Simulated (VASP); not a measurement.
# Ge (P6_3/mmc) in VASP: notebook

Ge is run at these levels: PBE; tasks: single point.

Program: VASP 6.6.1. These are calculated values, not measurements. Logs are shortened: lines on timing, memory, paths and dates and some standing lists are left out, and cuts for length are marked.

## (1) The cell of the first run

The structure is hexagonal, space group P6_3/mmc (No. 194). Conventional cell: a = 3.001 Å, b = 3.001 Å, c = 4.940 Å, α = 90.00°, β = 90.00°, γ = 120.00°. Within 4.0 Å of Ge (site symmetry -6m2) lie 12 Ge at 3.00 to 3.02 Å.

This isn't the form of Ge at room conditions, which is diamond.

## (2) Single point, PBE

INCAR

```
PREC = Accurate ; ENCUT = 520
EDIFF = 1E-6 ; ISMEAR = -1
SIGMA = 0.05 ; LREAL = False
LASPH = True ; NELM = 100
ALGO = Normal ; ISIF = 2
LWAVE = False ; LCHARG = False
GGA = PE ; NBANDS = 21
```

KPOINTS

```
Automatic mesh
0
Gamma
  16 16 9
```

POSCAR

```
Ge
1.0
    3.0014039212      0.0000000000      0.0000000000
   -1.5007019606      2.5992920427      0.0000000000
    0.0000000000      0.0000000000      4.9399040589
Ge
2
Direct
    0.3333333333      0.6666666667      0.2500000000
    0.6666666667      0.3333333333      0.7500000000
```

Potentials or basis: VASP PAW PBE potentials, release 64 (Ge_d).

Launch:

```sh
> cat potpaw_PBE.64/Ge_d/POTCAR > POTCAR
> mpirun -np 1 vasp_std > vasp.out
```

OUTCAR:

```text
PREC = Accurate
   ENCUT = 520
   EDIFF = 1E-6
   ISMEAR = -1
   LREAL = False
   LASPH = True
   NELM = 100
   ISIF = 2
   GGA = PE

 ion  position               nearest neighbor table
   1  0.333  0.667  0.250-
   2  0.667  0.333  0.750-

  LATTYP: Found a hexagonal cell.
 ALAT       =     3.0014039212
 C/A-ratio  =     1.6458644650

  Lattice vectors:

 A1 = (   3.0014039212,   0.0000000000,   0.0000000000)
 A2 = (  -1.5007019606,   2.5992920427,   0.0000000000)
 A3 = (   0.0000000000,   0.0000000000,   4.9399040589)

Analysis of symmetry for initial positions (statically):
=====================================================================
 Subroutine PRICEL returns:
 Original cell was already a primitive cell.

 Routine SETGRP: Setting up the symmetry group for a
 hexagonal supercell.

 Subroutine GETGRP returns: Found 24 space group operations
 (whereof 12 operations were pure point group operations)
 out of a pool of 24 trial point group operations.

The static configuration has the point symmetry D_3d.
 The point group associated with its full space group is D_6h.

Analysis of symmetry for dynamics (positions and initial velocities):
=====================================================================
 Subroutine PRICEL returns:
 Original cell was already a primitive cell.

 Routine SETGRP: Setting up the symmetry group for a
 hexagonal supercell.

 Subroutine GETGRP returns: Found 24 space group operations
 (whereof 12 operations were pure point group operations)
 out of a pool of 24 trial point group operations.

The dynamic configuration has the point symmetry D_3d.
 The point group associated with its full space group is D_6h.

 Subroutine INISYM returns: Found 24 space group operations
 (whereof 12 operations are pure point group operations),
 and found     1 'primitive' translations

----------------------------------------------------------------------------------------

                                     Primitive cell

  volume of cell :      38.5388

  direct lattice vectors                    reciprocal lattice vectors
     3.001403921  0.000000000  0.000000000     0.333177415  0.192360070  0.000000000
    -1.500701961  2.599292043  0.000000000     0.000000000  0.384720141  0.000000000
     0.000000000  0.000000000  4.939904059     0.000000000  0.000000000  0.202433081

  length of vectors
     3.001403921  3.001403921  4.939904059     0.384720141  0.384720141  0.202433081

  position of ions in fractional coordinates (direct lattice)
     0.333333333  0.666666667  0.250000000
     0.666666667  0.333333333  0.750000000

  ion indices of the primitive-cell ions
   primitive index   ion index
                 1           1
                 2           2

----------------------------------------------------------------------------------------

 KPOINTS: Automatic mesh

Automatic generation of k-mesh.
 Grid dimensions read from file:
 generate k-points for:   16   16    9

 Generating k-lattice:

  Cartesian coordinates                     Fractional coordinates (reciprocal lattice)
     0.020823588  0.012022504  0.000000000     0.062500000 -0.000000000  0.000000000
     0.000000000  0.024045009  0.000000000     0.000000000  0.062500000  0.000000000
     0.000000000  0.000000000  0.022492565     0.000000000  0.000000000  0.111111111

  Length of vectors
     0.024045009  0.024045009  0.022492565

  Shift w.r.t. Gamma in fractional coordinates (k-lattice)
     0.000000000  0.000000000  0.000000000

 Subroutine IBZKPT returns following result:
 ===========================================

 Found    150 irreducible k-points:

 Following reciprocal coordinates:
            Coordinates               Weight
  0.000000  0.000000  0.000000      1.000000
  0.062500 -0.000000  0.000000      6.000000
  0.125000 -0.000000  0.000000      6.000000
  0.187500 -0.000000  0.000000      6.000000
  0.250000 -0.000000  0.000000      6.000000
  0.312500  0.000000  0.000000      6.000000
[... 16 lines left out ...]
  0.187500  0.187500  0.000000      6.000000
  0.250000  0.187500  0.000000     12.000000
 [... further k-points ...]
   k-points           NKPTS =    150   k-points in BZ     NKDIM =    150   number of bands    NBANDS=     21
   number of dos      NEDOS =    301   number of ions     NIONS =      2
   total plane-waves  NPLWV =  23040
   dimension x,y,z NGX =    24 NGY =   24 NGZ =   40
   dimension x,y,z NGXF=    48 NGYF=   48 NGZF=   80
   ions per type =               2
   NGX,Y,Z   is equivalent  to a cutoff of  13.29, 13.29, 13.46 a.u.
   NGXF,Y,Z  is equivalent  to a cutoff of  26.59, 26.59, 26.92 a.u.
 SYSTEM =  unknown system
   PREC   = accura    normal or accurate (medium, high low for compatibility)
   ISTART =      0    job   : 0-new  1-cont  2-samecut
   ICHARG =      2    charge: 1-file 2-atom 10-const
   ISPIN  =      1    spin polarized calculation?
   LNONCOLLINEAR =      F non collinear calculations
   LSORBIT =      F    spin-orbit coupling
   LASPH  =      T    aspherical Exc in radial PAW
   ENCUT  =  520.0 eV  38.22 Ry    6.18 a.u.   5.58  5.58  9.18*2*pi/ulx,y,z
   NELM   =    100;   NELMIN=  2; NELMDL= -5     # of ELM steps
   EDIFF  = 0.1E-05   stopping-criterion for ELM
   LREAL  =      F    real-space projection
   EDIFFG = 0.1E-04   stopping-criterion for IOM
   NSW    =      0    number of steps for IOM
   IBRION =     -1    ionic relax: 0-MD 1-quasi-New 2-CG
   NFREE  =      0    steps in history (QN), initial steepest desc. (CG)
   ISIF   =      2    stress and relaxation
   ISYM   =      2    0-nonsym 1-usesym 2-fastsym
   POTIM  = 0.5000    time-step for ionic-motion
   TEBEG  =    0.0;   TEEND  =   0.0 temperature during run
   PSTRESS=    0.0 pullay stress
   NELECT =      28.0000    total number of electrons
   NUPDOWN=      -1.0000    fix difference up-down
   EMIN   =  10.00;   EMAX   =-10.00  energy-range for DOS
   EFERMI =   0.00;   METHOD = LEGACY
   ISMEAR =    -1;   SIGMA  =   0.05  broadening in eV -4-tet -1-fermi 0-gaus
   EFERMI_NEDOS =   21; number of points for ismear=-14 and -15
   IALGO  =     38    algorithm
   IMIX   =      4    mixing-type and parameters
     AMIX     =   0.40;   BMIX     =  1.00
     AMIX_MAG =   1.60;   BMIX_MAG =  1.00
  volume/ion in A,a.u.               =      19.27       130.04
  Fermi-wavevector in a.u.,A,eV,Ry     =   1.471730  2.781167 29.470075  2.165989
  Thomas-Fermi vector in A             =   2.586831
   LORBIT       =      0    0 simple, 1 ext, 2 COOP (PROOUT), +10 PAW based schemes
   GGA     = PE    functional components
   LHFCALC =     F    Hartree Fock is set to
   AEXX    =    0.0000 exact exchange contribution
   IVDW    =     0    specifies the selected vdW correction
   LEPSILON=     F    determine dielectric tensor
   LRPA    =     F    only Hartree local field effects (RPA)
 non-spin polarized calculation
  energy-cutoff  :      520.00
  volume of cell :       38.54
 maximum number of plane-waves:      1069
 NGX is ok and might be reduce to    24
   NGX = 11   NGY = 11   NGZ = 19

 number of electron      28.0000030 magnetization

 Free energy of the ion-electron system (eV)
  ---------------------------------------------------
  ext. energy  EPLUGINS =         0.00000000
  ---------------------------------------------------
  free energy    TOTEN  =        -8.38750906 eV

  energy without entropy =       -8.38129781  energy(sigma->0) =       -8.38440344

 E-fermi :   6.5985     XC(G=0): -11.1956

 val. band max:        6.5753233498   @ k =   0.1875   0.1875   0.0000
 cond. band min:       6.6020289016   @ k =   0.3125   0.1875   0.4444
 fundamental gap:      0.0267055518
 Fermi energy:         6.5985014372

 k-point     1 :       0.0000    0.0000    0.0000
  band No.  band energies     occupation
      1     -18.1718      2.00000
      2     -18.1712      2.00000
      3     -18.1640      2.00000
      4     -18.1640      2.00000
      5     -18.1576      2.00000
      6     -18.1576      2.00000
[... 13 lines left out ...]
     20      19.3495      0.00000
     21      20.5438      0.00000

 k-point     2 :       0.0625   -0.0000    0.0000
  band No.  band energies     occupation
      1     -18.1731      2.00000
      2     -18.1706      2.00000
      3     -18.1616      2.00000
      4     -18.1608      2.00000
      5     -18.1563      2.00000
      6     -18.1545      2.00000
[... 13 lines left out ...]
     20      19.1221      0.00000
     21      20.5818      0.00000

 k-point     3 :       0.1250   -0.0000    0.0000
  band No.  band energies     occupation
      1     -18.1790      2.00000
      2     -18.1665      2.00000
      3     -18.1587      2.00000
      4     -18.1517      2.00000
      5     -18.1494      2.00000
      6     -18.1456      2.00000
[... 13 lines left out ...]
     20      20.1168      0.00000
     21      20.1644      0.00000

 k-point     4 :       0.1875   -0.0000    0.0000
  band No.  band energies     occupation
      1     -18.1871      2.00000
      2     -18.1628      2.00000
      3     -18.1555      2.00000
      4     -18.1499      2.00000
      5     -18.1462      2.00000
      6     -18.1382      2.00000
[... 13 lines left out ...]
     20      18.9137      0.00000
     21      20.3474      0.00000

 k-point     5 :       0.2500   -0.0000    0.0000
  band No.  band energies     occupation
      1     -18.1960      2.00000
      2     -18.1643      2.00000
      3     -18.1585      2.00000
      4     -18.1513      2.00000
      5     -18.1467      2.00000
      6     -18.1222      2.00000
[... 13 lines left out ...]
     20      18.2350      0.00000
     21      19.8498      0.00000
[... 382 lines left out ...]
     20      16.0847      0.00000
     21      21.2461      0.00000

 k-point    22 :       0.4375    0.1250    0.0000
  band No.  band energies     occupation
      1     -18.2034      2.00000
      2     -18.1874      2.00000
      3     -18.1610      2.00000
      4     -18.1589      2.00000
      5     -18.1294      2.00000
      6     -18.1223      2.00000
[... 13 lines left out ...]
     20      16.0019      0.00000
     21      21.2106      0.00000

 k-point    23 :       0.1875    0.1875    0.0000
  band No.  band energies     occupation
      1     -18.1764      2.00000
      2     -18.1735      2.00000
      3     -18.1705      2.00000
      4     -18.1558      2.00000
      5     -18.1367      2.00000
      6     -18.1299      2.00000
[... 13 lines left out ...]
     20      18.7063      0.00000
     21      19.5682      0.00000

 k-point    24 :       0.2500    0.1875    0.0000
  band No.  band energies     occupation
      1     -18.1806      2.00000
      2     -18.1794      2.00000
      3     -18.1638      2.00000
      4     -18.1565      2.00000
      5     -18.1337      2.00000
      6     -18.1218      2.00000
[... 13 lines left out ...]
     20      18.6268      0.00000
     21      21.1043      0.00000

 [... further k-points ...]
[... 5 lines left out ...]
  --------------------------------------------------------------------------------------
  -------------------------------------------------------------------------------------
  Total       -0.0041671     -0.0041671     -0.0025135      0.0000000      0.0000000      0.0000000
  in kB       -0.1732405     -0.1732405     -0.1044953      0.0000000      0.0000000      0.0000000
  external PRESSURE =      -0.1503254 kB  Pullay stress =       0.0000000 kB

 VOLUME and BASIS-vectors are now :
 -----------------------------------------------------------------------------
  energy-cutoff  :      520.00
  volume of cell :       38.54
      direct lattice vectors                 reciprocal lattice vectors
     3.001403921  0.000000000  0.000000000     0.333177415  0.192360070  0.000000000
    -1.500701961  2.599292043  0.000000000     0.000000000  0.384720141  0.000000000
     0.000000000  0.000000000  4.939904059     0.000000000  0.000000000  0.202433081

 POSITION                                       TOTAL-FORCE (eV/Angst)
 -----------------------------------------------------------------------------------
     -0.00000      1.73286      1.23498         0.000000     -0.000000      0.000000
      1.50070      0.86643      3.70493        -0.000000      0.000000      0.000000
 -----------------------------------------------------------------------------------
    total drift:                                0.000000     -0.000000      0.000000

  FREE ENERGIE OF THE ION-ELECTRON SYSTEM (eV)
  ---------------------------------------------------
  free  energy   TOTEN  =        -8.3875090629 eV

  energy  without entropy=       -8.3812978073  energy(sigma->0) =       -8.38440344
```

Run time: 2.3 min. Hardware: 1 thread of Intel Xeon 8259CL, shared host; peak memory 0.23 GiB.

What came out:

```
Free energy            : -8.3875 eV
Pressure               : 0.0 GPa
Band gap on the k mesh : zero (bands 14 and 15 overlap by 9.21 eV)
```

Levels at points of the mesh, in eV from the Fermi level:
| k point | band 11 | band 12 | band 13 | band 14 | band 15 | band 16 | band 17 | band 18 |
| --- | --- | --- | --- | --- | --- | --- | --- | --- |
| (0.00, 0.00, 0.00) | -13.03 | -7.97 | -5.46 | 6.73 | 6.73 | 8.56 | 8.56 | 8.72 |
| (0.50, 0.00, 0.00) | -8.22 | -6.92 | -2.75 | -1.70 | -0.90 | 1.33 | 2.66 | 6.61 |

## (3) Single point, PBE

INCAR

```
SYSTEM = Ge
  PREC = Accurate
  ENCUT = 520
  EDIFF = 1E-7
  ISMEAR = -1
  SIGMA = 0.05
  LREAL = .False.
  LASPH = .True.
  NELM = 100
  ALGO = Normal
  ISIF = 2
  LWAVE = .False.
  LCHARG = .True.
  GGA = PE
  LELF = .True.
  LVHAR = .True.
  NBANDS = 21
```

KPOINTS

```
regular mesh
0
Gamma
  16 16 9
  0 0 0
```

POSCAR is that of step 2.

Potentials or basis: VASP PAW PBE potentials, release 64 (Ge_d).

Launch:

```sh
> cat potpaw_PBE.64/Ge_d/POTCAR > POTCAR
> mpirun -np 1 vasp_std > vasp.out
```

Run time: 2.2 min. Hardware: 1 thread of Intel Xeon 8259CL, shared host; peak memory 0.23 GiB.

Results (log left out):

```
Free energy            : -8.3875 eV
Pressure               : 0.0 GPa
Band gap on the k mesh : zero (bands 14 and 15 overlap by 9.21 eV)
```

Levels at points of the mesh, in eV from the Fermi level:
```
           k point  band 11  band 12  band 13  band 14  band 15  band 16  band 17  band 18
(0.00, 0.00, 0.00)   -13.03    -7.97    -5.46     6.73     6.73     8.56     8.56     8.72
(0.50, 0.00, 0.00)    -8.22    -6.92    -2.75    -1.70    -0.90     1.33     2.66     6.61
```
